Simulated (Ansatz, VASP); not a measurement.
# One calculation of Lu, two programs

```
Lu
1.0
     3.48040    0.00000    0.00000
    -1.74020    3.01412    0.00000
     0.00000    0.00000    5.51982
Lu
2
Direct
  0.33333 0.66667 0.25000
  0.66667 0.33333 0.75000
```

Change from the starting cell: volume scaled by 0.975.

Alike in both runs: task single point; functional PBE; k mesh 13 × 13 × 8; occupations fermi-dirac, width 0.03 eV; no spin polarisation.

```csv
,VASP,Ansatz
version,VASP 6.6.1,Ansatz 0.2.0
potentials or method,"VASP PAW PBE potentials, release 64 (Lu), cutoff 520 eV","all-electron LAPW, scalar-relativistic"
```

Ansatz gave:

| Item | Value |
| --- | --- |
| pressure (GPa) | 0.2 |
| traceless stress, the component that is largest in VASP (GPa) | -0.84 |

Task: Which values does VASP return?

Result: Pressure (GPa): 0.7; traceless stress, the component that is largest in VASP (GPa): -0.84.

Ansatz ran all-electron here, and VASP with PAW potentials.

Neither program's run includes spin-orbit coupling.
